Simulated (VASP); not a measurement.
Set up this calculation in VASP 6.6.1, as the native input.

```yaml
Task: single point
Functional: r2SCAN
Potentials_or_basis: VASP PAW PBE potentials, release 64 (Br)
Cutoff: 520 eV
k_mesh: 9 × 9 × 9
Occupations: fermi-dirac, width 0.05 eV
Spin: no spin polarisation
Dipole_correction: no
Further_INCAR_settings: ALGO = Normal; EDIFF = 1e-06; NBANDS = 10
```

Crystal: Br.

```
Br
1.0
     0.00000    2.34482    2.34482
     2.34482    0.00000    2.34482
     2.34482    2.34482    0.00000
Br
1
Direct
  0.00000 0.00000 0.00000
```

These files were run (other wordings do the same):

POSCAR

```
Br
1.0
    0.0000000000      2.3448233276      2.3448233276
    2.3448233276      0.0000000000      2.3448233276
    2.3448233276      2.3448233276      0.0000000000
Br
1
Direct
    0.0000000000      0.0000000000      0.0000000000
```

INCAR.step1

```
SYSTEM = Br
PREC = Accurate
ENCUT = 520
ISMEAR = -1
SIGMA = 0.05
LREAL = .False.
LASPH = .True.
NELM = 100
NBANDS = 10
GGA = PE
ALGO = Normal
EDIFF = 1E-4
LWAVE = .True.
LCHARG = .False.
```

INCAR.step2

```
SYSTEM = Br
PREC = Accurate
ENCUT = 520
EDIFF = 1E-6
ISMEAR = -1
SIGMA = 0.05
LREAL = .False.
LASPH = .True.
NELM = 100
ALGO = Normal
ISIF = 2
LWAVE = .False.
LCHARG = .False.
METAGGA = R2SCAN
LMIXTAU = .True.
NBANDS = 10
ISTART = 1
```

KPOINTS

```
regular mesh
0
Gamma
  9 9 9
  0 0 0
```

Potentials or basis: VASP PAW PBE potentials, release 64 (Br).

Run with:

```bash
$ cat potpaw_PBE.64/Br/POTCAR > POTCAR
$ cp INCAR.step1 INCAR
$ mpirun -np 1 vasp_std > vasp.out
$ cp INCAR.step2 INCAR
$ mpirun -np 1 vasp_std > vasp.out
```

It gave:

```yaml
Pressure: 0.3 GPa
Band_gap_on_the_k_mesh: zero (an odd number of electrons rules out a gap without spin polarisation)
```

Caveat: the PAW data sets were made with another functional, which shifts forces and pressure a little; an odd number of electrons without spin polarisation forces a metal; a magnetic or distorted state may lie lower.

It took 41 s on 1 thread of Intel Xeon 8259CL, with other jobs on the host, peak memory 0.16 GiB.
